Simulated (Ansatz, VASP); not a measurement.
## One calculation of Li, two programs

```
Li
1.0
     1.49935   -2.57145    0.03073
    -4.41332   -2.52248   -0.13757
    -0.15553   -0.02425   -5.48182
Li
4
Direct
  0.28127 0.75505 0.00813
  0.24121 0.75106 0.48928
  0.72385 0.23937 0.99749
  0.75367 0.25452 0.50509
```

Change from the starting cell: cell x4, atoms moved at random (sigma 0.05 Å) and cell strained at random (1.5 %), then relaxed without symmetry.

Alike in both runs: task relaxation of cell and atoms; functional PBE; k mesh 8 × 4 × 4; occupations gaussian, width 0.2 eV; no spin polarisation.

|  | VASP | Ansatz |
| --- | --- | --- |
| version | VASP 6.6.1 | Ansatz 0.2.0 |
| potentials or method | VASP PAW PBE potentials, release 64 (Li_sv), cutoff 600 eV | scalar-relativistic, plane waves, PAW |
| valence electrons in the cell | 12 | 12 |

Ansatz gave:

| Item | Value |
| --- | --- |
| gap on the k mesh at the Fermi level, each at its own relaxed structure (eV) | none |
| relaxed volume (Å³/atom) | 20.30 |
| relaxed cell length with the largest relative difference (Å) | 5.100 |

Q: Estimate VASP's values.

A: gap on the k mesh at the Fermi level, each at its own relaxed structure (eV): none; relaxed volume (Å³/atom): 19.39; relaxed cell length with the largest relative difference (Å): 5.776.

A gap of «none» marks a metal or a gap that the smearing closes. One of these differences is far larger than is usual between the two programs; its cause wasn't traced.

Noted on VASP's run: the cutoff is short for stress, so the pressure is rough.
